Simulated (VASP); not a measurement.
Input of a VASP 6.6.1 run:

The input INCAR:

```
SYSTEM = LiCl
PREC = Accurate
ENCUT = 520
EDIFF = 1E-6
ISMEAR = 0
SIGMA = 0.05
LREAL = .False.
LASPH = .True.
NELM = 60
ALGO = Normal
ISIF = 2
LWAVE = .False.
LCHARG = .False.
GGA = PS
NBANDS = 12
```

File KPOINTS:

```
Automatic mesh
0
Gamma
  8 8 8
  0 0 0
```

File POSCAR:

```
LiCl
1.0
    0.3218042087      2.7353357742      2.7353357742
    2.7353357742      0.3218042087      2.7353357742
    2.7353357742      2.7353357742      0.3218042087
Li Cl
1 1
Direct
    0.0000000000      0.0000000000      0.0000000000
    0.5000000000      0.5000000000      0.5000000000
```

Potentials or basis: VASP PAW PBE potentials, release 64 (Li_sv, Cl).

Run with:

```console
$ cat potpaw_PBE.64/Li_sv/POTCAR potpaw_PBE.64/Cl/POTCAR > POTCAR
$ mpirun -np 1 vasp_std > vasp.out
```

Q: What does it give for the band gap on the k mesh?

A: 5.29 eV.

 A k mesh can miss the band edges.
